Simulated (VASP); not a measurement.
# MoS2 (R3m) in VASP: notebook

MoS2 is run at these levels: PBE; tasks: single point.

All numbers are computed with VASP 6.6.1; they aren't measurements. Logs are shortened: lines on timing, memory, paths and dates and some standing lists are left out, and cuts for length are marked.

## 1. The cell of the first run

Symmetry: R3m, No. 160, trigonal system. Conventional cell: a = 3.142 Å, b = 3.142 Å, c = 18.247 Å, α = 90.00°, β = 90.00°, γ = 120.00°. Within 3.1 Å of Mo (site symmetry 3m) lie 6 S at 2.35 Å. S (site symmetry 3m) has 3 Mo at 2.35 Å and 1 S at 2.98 Å within 3.1 Å. S (site symmetry 3m) has 3 Mo at 2.35 Å and 1 S at 2.98 Å within 3.1 Å.

## 2. Single point, PBE (volume scaled by 0.98)

INCAR

```
PREC     = Accurate       # precision mode
ENCUT    = 520            # plane-wave cutoff, eV
EDIFF    = 1E-6           # SCF threshold, eV
ISMEAR   = -1             # smearing method
SIGMA    = 0.05           # smearing width, eV
LREAL    = F              # projectors in reciprocal space
LASPH    = T              # aspherical terms in the spheres
NELM     = 80             # most SCF steps
ALGO     = Normal         # electronic algorithm
ISIF     = 2              # what is computed and relaxed
LWAVE    = F              # write WAVECAR
LCHARG   = F              # write CHGCAR
GGA      = PE             # functional
NBANDS   = 20             # bands
```

KPOINTS

```
regular mesh
0
Gamma
  10 10 10
```

POSCAR

```
MoS2
1.0
    1.5708854770      0.9069511558      6.0822308092
   -1.5708854770      0.9069511558      6.0822308092
    0.0000000000     -1.8139023115      6.0822308092
Mo S
1 2
Direct
    0.0000000000      0.0000000000      0.0000000000
    0.7484000000      0.7484000000      0.7484000000
    0.5849000000      0.5849000000      0.5849000000
```

Potentials or basis: VASP PAW PBE potentials, release 64 (Mo_sv, S).

The run is started by

```bash
$ cat potpaw_PBE.64/Mo_sv/POTCAR potpaw_PBE.64/S/POTCAR > POTCAR
$ mpirun -np 1 vasp_std > vasp.out
```

OUTCAR:

```text
PREC = Accurate
   ENCUT = 520
   EDIFF = 1E-6
   ISMEAR = -1
   LREAL = F
   LASPH = T
   NELM = 80
   ISIF = 2
   GGA = PE

 ion  position               nearest neighbor table
   1  0.000  0.000  0.000-   2 2.35   2 2.35   2 2.35   3 2.35   3 2.35   3 2.35
   2  0.748  0.748  0.748-   1 2.35   1 2.35   1 2.35
   3  0.585  0.585  0.585-   1 2.35   1 2.35   1 2.35

  LATTYP: Found a trigonal (rhomboedric) cell.
 ALAT       =     6.3469499129
 COS(alpha) =     0.8774851015

  Lattice vectors:

 A1 = (   1.5708854770,   0.9069511558,   6.0822308092)
 A2 = (  -1.5708854770,   0.9069511558,   6.0822308092)
 A3 = (   0.0000000000,  -1.8139023115,   6.0822308092)

Analysis of symmetry for initial positions (statically):
=====================================================================
 Subroutine PRICEL returns:
 Original cell was already a primitive cell.

 Routine SETGRP: Setting up the symmetry group for a
 trigonal (rhombohedral) supercell.

 Subroutine GETGRP returns: Found  6 space group operations
 (whereof  6 operations were pure point group operations)
 out of a pool of 12 trial point group operations.

The static configuration has the point symmetry C_3v.

Analysis of symmetry for dynamics (positions and initial velocities):
=====================================================================
 Subroutine PRICEL returns:
 Original cell was already a primitive cell.

 Routine SETGRP: Setting up the symmetry group for a
 trigonal (rhombohedral) supercell.

 Subroutine GETGRP returns: Found  6 space group operations
 (whereof  6 operations were pure point group operations)
 out of a pool of 12 trial point group operations.

The dynamic configuration has the point symmetry C_3v.

 Subroutine INISYM returns: Found  6 space group operations
 (whereof  6 operations are pure point group operations),
 and found     1 'primitive' translations

----------------------------------------------------------------------------------------

                                     Primitive cell

  volume of cell :      51.9927

  direct lattice vectors                    reciprocal lattice vectors
     1.570885477  0.906951156  6.082230809     0.318291822  0.183765868  0.054804453
    -1.570885477  0.906951156  6.082230809    -0.318291822  0.183765868  0.054804453
     0.000000000 -1.813902311  6.082230809     0.000000000 -0.367531737  0.054804453

  length of vectors
     6.346949913  6.346949913  6.346949914     0.371595353  0.371595353  0.371595352

  position of ions in fractional coordinates (direct lattice)
     0.000000000  0.000000000  0.000000000
     0.748400000  0.748400000  0.748400000
     0.584900000  0.584900000  0.584900000

  ion indices of the primitive-cell ions
   primitive index   ion index
                 1           1
                 2           2
                 3           3

----------------------------------------------------------------------------------------

 KPOINTS: regular mesh

Automatic generation of k-mesh.
 Grid dimensions read from file:
 generate k-points for:   10   10   10

 Generating k-lattice:

  Cartesian coordinates                     Fractional coordinates (reciprocal lattice)
     0.031829182  0.018376587  0.005480445     0.100000000  0.000000000  0.000000000
    -0.031829182  0.018376587  0.005480445     0.000000000  0.100000000  0.000000000
     0.000000000 -0.036753174  0.005480445     0.000000000  0.000000000  0.100000000

  Length of vectors
     0.037159535  0.037159535  0.037159535

  Shift w.r.t. Gamma in fractional coordinates (k-lattice)
     0.000000000  0.000000000  0.000000000

 Subroutine IBZKPT returns following result:
 ===========================================

 Found    116 irreducible k-points:

 Following reciprocal coordinates:
            Coordinates               Weight
  0.000000  0.000000  0.000000      1.000000
  0.100000  0.000000 -0.000000      6.000000
  0.200000  0.000000 -0.000000      6.000000
  0.300000  0.000000 -0.000000      6.000000
  0.400000  0.000000 -0.000000      6.000000
  0.500000  0.000000  0.000000      3.000000
[... 16 lines left out ...]
  0.300000  0.300000 -0.000000      6.000000
  0.400000  0.300000 -0.000000     12.000000
 [... further k-points ...]
   k-points           NKPTS =    116   k-points in BZ     NKDIM =    116   number of bands    NBANDS=     20
   number of dos      NEDOS =    301   number of ions     NIONS =      3
   total plane-waves  NPLWV = 110592
   dimension x,y,z NGX =    48 NGY =   48 NGZ =   48
   dimension x,y,z NGXF=    96 NGYF=   96 NGZF=   96
   ions per type =               1   2
   NGX,Y,Z   is equivalent  to a cutoff of  12.57, 12.57, 12.57 a.u.
   NGXF,Y,Z  is equivalent  to a cutoff of  25.15, 25.15, 25.15 a.u.
 SYSTEM =  unknown system
   PREC   = accura    normal or accurate (medium, high low for compatibility)
   ISTART =      0    job   : 0-new  1-cont  2-samecut
   ICHARG =      2    charge: 1-file 2-atom 10-const
   ISPIN  =      1    spin polarized calculation?
   LNONCOLLINEAR =      F non collinear calculations
   LSORBIT =      F    spin-orbit coupling
   LASPH  =      T    aspherical Exc in radial PAW
   ENCUT  =  520.0 eV  38.22 Ry    6.18 a.u.  11.80 11.80 11.80*2*pi/ulx,y,z
   NELM   =     80;   NELMIN=  2; NELMDL= -5     # of ELM steps
   EDIFF  = 0.1E-05   stopping-criterion for ELM
   LREAL  =      F    real-space projection
   EDIFFG = 0.1E-04   stopping-criterion for IOM
   NSW    =      0    number of steps for IOM
   IBRION =     -1    ionic relax: 0-MD 1-quasi-New 2-CG
   NFREE  =      0    steps in history (QN), initial steepest desc. (CG)
   ISIF   =      2    stress and relaxation
   ISYM   =      2    0-nonsym 1-usesym 2-fastsym
   POTIM  = 0.5000    time-step for ionic-motion
   TEBEG  =    0.0;   TEEND  =   0.0 temperature during run
   PSTRESS=    0.0 pullay stress
   NELECT =      26.0000    total number of electrons
   NUPDOWN=      -1.0000    fix difference up-down
   EMIN   =  10.00;   EMAX   =-10.00  energy-range for DOS
   EFERMI =   0.00;   METHOD = LEGACY
   ISMEAR =    -1;   SIGMA  =   0.05  broadening in eV -4-tet -1-fermi 0-gaus
   EFERMI_NEDOS =   21; number of points for ismear=-14 and -15
   IALGO  =     38    algorithm
   IMIX   =      4    mixing-type and parameters
     AMIX     =   0.40;   BMIX     =  1.00
     AMIX_MAG =   1.60;   BMIX_MAG =  1.00
  volume/ion in A,a.u.               =      17.33       116.95
  Fermi-wavevector in a.u.,A,eV,Ry     =   1.299427  2.455560 22.973567  1.688510
  Thomas-Fermi vector in A             =   2.430691
   LORBIT       =      0    0 simple, 1 ext, 2 COOP (PROOUT), +10 PAW based schemes
   GGA     = PE    functional components
   LHFCALC =     F    Hartree Fock is set to
   AEXX    =    0.0000 exact exchange contribution
   IVDW    =     0    specifies the selected vdW correction
   LEPSILON=     F    determine dielectric tensor
   LRPA    =     F    only Hartree local field effects (RPA)
 non-spin polarized calculation
  energy-cutoff  :      520.00
  volume of cell :       51.99
 maximum number of plane-waves:      1420
   NGX = 23   NGY = 23   NGZ = 23

 number of electron      26.0000002 magnetization

 Free energy of the ion-electron system (eV)
  ---------------------------------------------------
  ext. energy  EPLUGINS =         0.00000000
  ---------------------------------------------------
  free energy    TOTEN  =       -21.65030290 eV

  energy without entropy =      -21.65029808  energy(sigma->0) =      -21.65030049

 E-fermi :   8.4346     XC(G=0): -10.8971

 val. band max:        8.1049697368   @ k =   0.5000   0.5000   0.5000
 cond. band min:       8.9200297288   @ k =  -0.3000   0.3000   0.0000
 fundamental gap:      0.8150599921
 Fermi energy:         8.4346426952

 k-point     1 :       0.0000    0.0000    0.0000
  band No.  band energies     occupation
      1     -53.5976      2.00000
      2     -27.7952      2.00000
      3     -27.5575      2.00000
      4     -27.5575      2.00000
      5      -7.4125      2.00000
      6      -5.5048      2.00000
[... 12 lines left out ...]
     19      16.2155      0.00000
     20      16.4364      0.00000

 k-point     2 :       0.1000    0.0000   -0.0000
  band No.  band energies     occupation
      1     -53.5932      2.00000
      2     -27.7863      2.00000
      3     -27.6017      2.00000
      4     -27.5674      2.00000
      5      -7.2506      2.00000
      6      -5.4650      2.00000
[... 12 lines left out ...]
     19      16.5059      0.00000
     20      16.8551      0.00000

 k-point     3 :       0.2000    0.0000   -0.0000
  band No.  band energies     occupation
      1     -53.5816      2.00000
      2     -27.7630      2.00000
      3     -27.7158      2.00000
      4     -27.5932      2.00000
      5      -6.8020      2.00000
      6      -5.3544      2.00000
[... 12 lines left out ...]
     19      16.6231      0.00000
     20      17.0368      0.00000

 k-point     4 :       0.3000    0.0000   -0.0000
  band No.  band energies     occupation
      1     -53.5672      2.00000
      2     -27.8541      2.00000
      3     -27.7341      2.00000
      4     -27.6248      2.00000
      5      -6.1810      2.00000
      6      -5.2030      2.00000
[... 12 lines left out ...]
     19      15.7758      0.00000
     20      16.3314      0.00000

 k-point     5 :       0.4000    0.0000   -0.0000
  band No.  band energies     occupation
      1     -53.5556      2.00000
      2     -27.9638      2.00000
      3     -27.7106      2.00000
      4     -27.6502      2.00000
      5      -5.5956      2.00000
      6      -5.0676      2.00000
[... 12 lines left out ...]
     19      15.0263      0.00000
     20      15.6862      0.00000
[... 353 lines left out ...]
      6      -4.9706      2.00000
[... 12 lines left out ...]
     19      16.0733      0.00000
     20      16.9942      0.00000

 k-point    22 :      -0.2000    0.2000    0.0000
  band No.  band energies     occupation
      1     -53.5606      2.00000
      2     -27.8776      2.00000
      3     -27.7207      2.00000
      4     -27.6806      2.00000
      5      -5.8782      2.00000
      6      -5.0954      2.00000
[... 12 lines left out ...]
     19      16.1890      0.00000
     20      17.1611      0.00000

 k-point    23 :       0.3000    0.3000   -0.0000
  band No.  band energies     occupation
      1     -53.5672      2.00000
      2     -27.8541      2.00000
      3     -27.7341      2.00000
      4     -27.6248      2.00000
      5      -6.1369      2.00000
      6      -5.2679      2.00000
[... 12 lines left out ...]
     19      15.9445      0.00000
     20      16.7129      0.00000

 k-point    24 :       0.4000    0.3000   -0.0000
  band No.  band energies     occupation
      1     -53.5592      2.00000
      2     -27.9119      2.00000
      3     -27.7179      2.00000
      4     -27.6614      2.00000
      5      -5.7403      2.00000
      6      -5.1713      2.00000
[... 12 lines left out ...]
     19      15.7989      0.00000
     20      16.6429      0.00000

 [... further k-points ...]
[... 5 lines left out ...]
  --------------------------------------------------------------------------------------
  -------------------------------------------------------------------------------------
  Total        3.3571022      3.3571022      5.7558686      0.0000000      0.0000000      0.0000000
  in kB      103.4504943    103.4504949    177.3694746      0.0000000      0.0000000      0.0000000
  external PRESSURE =     128.0901546 kB  Pullay stress =       0.0000000 kB

 VOLUME and BASIS-vectors are now :
 -----------------------------------------------------------------------------
  energy-cutoff  :      520.00
  volume of cell :       51.99
      direct lattice vectors                 reciprocal lattice vectors
     1.570885477  0.906951156  6.082230809     0.318291822  0.183765868  0.054804453
    -1.570885477  0.906951156  6.082230809    -0.318291822  0.183765868  0.054804453
     0.000000000 -1.813902311  6.082230809     0.000000000 -0.367531737  0.054804453

 POSITION                                       TOTAL-FORCE (eV/Angst)
 -----------------------------------------------------------------------------------
      0.00000      0.00000      0.00000         0.000000     -0.000000     -0.002706
      0.00000      0.00000     13.65582         0.000000      0.000000      1.662332
      0.00000      0.00000     10.67249         0.000000     -0.000000     -1.659626
 -----------------------------------------------------------------------------------
    total drift:                                0.000000     -0.000000     -0.000076

  FREE ENERGIE OF THE ION-ELECTRON SYSTEM (eV)
  ---------------------------------------------------
  free  energy   TOTEN  =       -21.6503028950 eV

  energy  without entropy=      -21.6502980766  energy(sigma->0) =      -21.65030049
```

It took 2.8 min on 1 thread of Intel Xeon 6975P-C (Granite Rapids), shared host; peak memory 0.37 GiB.

Results:

```yaml
Free_energy: -21.6503 eV
Pressure: 12.8 GPa
Largest_force: 1.662 eV/Å
Band_gap_on_the_k_mesh: 0.81 eV, indirect (least direct gap 1.98 eV)
```

Forces in eV/Å, atoms in the order of the input:
```
Mo   0.000  0.000 -0.003
S    0.000  0.000  1.662
S    0.000  0.000 -1.660
```

Stress tensor (GPa, compression positive):
```
10.35  0.00  0.00
 0.00 10.35  0.00
 0.00  0.00 17.74
```

Caveat: the cell differs from its parent crystal (volume scaled by 0.98); forces of over 1 eV/Å act on the atoms, so gaps and moduli don't describe the material at rest. A k mesh can miss the band edges.

## 3. Single point, PBE

This run uses another cell than the first one, of 17.68 Å³/atom, 1.020 times its volume.

INCAR

```
SYSTEM = MoS2
  PREC = Accurate
  ENCUT = 520
  EDIFF = 1E-7
  ISMEAR = -1
  SIGMA = 0.05
  LREAL = .FALSE.
  LASPH = .TRUE.
  NELM = 60
  ALGO = Normal
  ISIF = 2
  LWAVE = .FALSE.
  LCHARG = .FALSE.
  GGA = PE
  NBANDS = 20
```

KPOINTS

```
Automatic mesh
0
G
  10 10 10
  0 0 0
```

POSCAR

```
MoS2
1.0
    1.5814998900      0.9130793900      6.1233282100
   -1.5814998900      0.9130793900      6.1233282100
    0.0000000000     -1.8261587800      6.1233282100
Mo S
1 2
Direct
    0.0000000000      0.0000000000      0.0000000000
    0.7484000000      0.7484000000      0.7484000000
    0.5849000000      0.5849000000      0.5849000000
```

Potentials or basis: VASP PAW PBE potentials, release 64 (Mo_sv, S).

The run is started by

```bash
$ cat potpaw_PBE.64/Mo_sv/POTCAR potpaw_PBE.64/S/POTCAR > POTCAR
$ mpirun -np 1 vasp_std > vasp.out
```

Wall time 2.9 min (1 thread of Intel Xeon 6975P-C (Granite Rapids), shared host); peak memory 0.37 GiB.

It converged, with:

```
Free energy            : -21.7231 eV
Pressure               : 9.1 GPa
Largest force          : 1.273 eV/Å
Band gap on the k mesh : 0.82 eV, indirect (least direct gap 1.92 eV)
```

Forces in eV/Å, atoms in the order of the input:
```
Mo   0.000  0.000 -0.003
S    0.000  0.000  1.273
S    0.000  0.000 -1.270
```

Stress tensor (GPa, compression positive):
```
 6.79  0.00  0.00
 0.00  6.79  0.00
 0.00  0.00 13.72
```

Levels at points of the mesh, in eV from the valence-band top:
```csv
k point,band 9,band 10,band 11,band 12,band 13,band 14,band 15,band 16,band 17,band 18
"(0.00, 0.00, 0.00)",-3.85,-2.65,-2.65,-1.33,-1.16,1.91,1.91,2.42,2.42,5.30
"(0.50, 0.00, 0.00)",-5.29,-4.37,-2.41,-1.95,-1.62,1.40,1.89,3.43,3.55,5.19
"(0.50, 0.50, 0.00)",-5.02,-4.30,-2.95,-2.10,-1.47,1.35,1.99,2.98,3.94,5.92
"(0.50, 0.50, 0.50)",-3.86,-3.48,-2.63,-2.63,0.00,1.99,1.99,2.30,2.30,5.34
```

Caveat: forces of over 1 eV/Å act on the atoms, so gaps and moduli don't describe the material at rest. A k mesh can miss the band edges.

## 4. Single point, PBE

This run uses another cell than the first one, of 17.68 Å³/atom, 1.020 times its volume.

INCAR

```
PREC = Accurate ; ENCUT = 520
EDIFF = 1E-6 ; ISMEAR = -1
SIGMA = 0.05 ; LREAL = False
LASPH = True ; NELM = 80
ALGO = Normal ; ISIF = 2
LWAVE = False ; LCHARG = True
GGA = PE ; LELF = True
LVHAR = True ; NBANDS = 20
```

KPOINTS

```
regular mesh
0
Gamma
  10 10 10
```

POSCAR is that of step 3.

The run is started by

```bash
$ cat potpaw_PBE.64/Mo_sv/POTCAR potpaw_PBE.64/S/POTCAR > POTCAR
$ mpirun -np 1 vasp_std > vasp.out
```

Run time: 2.9 min. Hardware: 1 thread of Intel Xeon 6975P-C (Granite Rapids), shared host; peak memory 0.38 GiB.

It converged, with:

| Property | Result |
| --- | --- |
| Free energy | -21.7231 eV |
| Pressure | 9.1 GPa |
| Largest force | 1.273 eV/Å |
| Band gap on the k mesh | 0.82 eV, indirect (least direct gap 1.92 eV) |

Forces on the atoms (eV/Å):
```
Mo   0.000  0.000 -0.003
S    0.000  0.000  1.273
S    0.000  0.000 -1.270
```

Stress tensor (GPa, compression positive):
```
 6.79  0.00  0.00
 0.00  6.79  0.00
 0.00  0.00 13.72
```

Levels at points of the mesh, in eV from the valence-band top:
| k point | band 11 | band 12 | band 13 | band 14 | band 15 | band 16 |
| --- | --- | --- | --- | --- | --- | --- |
| (0.00, 0.00, 0.00) | -2.65 | -1.33 | -1.16 | 1.91 | 1.91 | 2.42 |
| (0.50, 0.00, 0.00) | -2.41 | -1.95 | -1.62 | 1.40 | 1.89 | 3.43 |
| (0.50, 0.50, 0.00) | -2.95 | -2.10 | -1.47 | 1.35 | 1.99 | 2.98 |
| (0.50, 0.50, 0.50) | -2.63 | -2.63 | 0.00 | 1.99 | 1.99 | 2.30 |

Caveat: forces of over 1 eV/Å act on the atoms, so gaps and moduli don't describe the material at rest. A k mesh can miss the band edges.
